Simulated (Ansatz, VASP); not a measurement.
# Ga8O11 in VASP and in Ansatz

```
Ga O
1.0
    12.23000    0.00000    0.00000
     0.00000    3.04000    0.00000
    -1.37366    0.00000    5.63499
Ga O
8 11
Direct
  0.09035 0.00651 0.79533
  0.58927 0.48719 0.80004
  0.91104 0.01318 0.20144
  0.41118 0.49347 0.20213
  0.33855 0.01377 0.68353
  0.84219 0.49735 0.67958
  0.65705 0.99326 0.31306
  0.15366 0.50690 0.31129
  0.16828 0.03557 0.10055
  0.66553 0.49870 0.09832
  0.83153 0.00450 0.91102
  0.32928 0.51188 0.90425
  0.49415 0.02172 0.25125
  0.50195 0.00233 0.74382
  0.00565 0.50124 0.74814
  0.82674 0.99070 0.44371
  0.32886 0.49616 0.43236
  0.17230 0.99274 0.57450
  0.67309 0.51506 0.55954
```

Alike in both runs: task single point; functional HSE06; k mesh 1 × 1 × 1; no spin polarisation.

|  | VASP | Ansatz |
| --- | --- | --- |
| version | VASP 6.6.1 | Ansatz development build ahead of 0.2.0 |
| potentials or method | VASP PAW PBE potentials, release 64 (Ga_d, O) | norm-conserving potentials, plane waves, scalar-relativistic |
| plane-wave cutoff (eV) | 520 | 1240 |
| occupations | gaussian, width 0.01 eV | fixed |

```tsv
	VASP	Ansatz	Ansatz less VASP
gap on the k mesh at the Fermi level (eV)	3.53	3.88	+0.346
least direct gap on the mesh (eV)	3.53	3.88	+0.346
```

One of these differences is far larger than is usual between the two programs; its cause wasn't traced.

The k mesh is coarse, so the values compare programs but aren't converged.
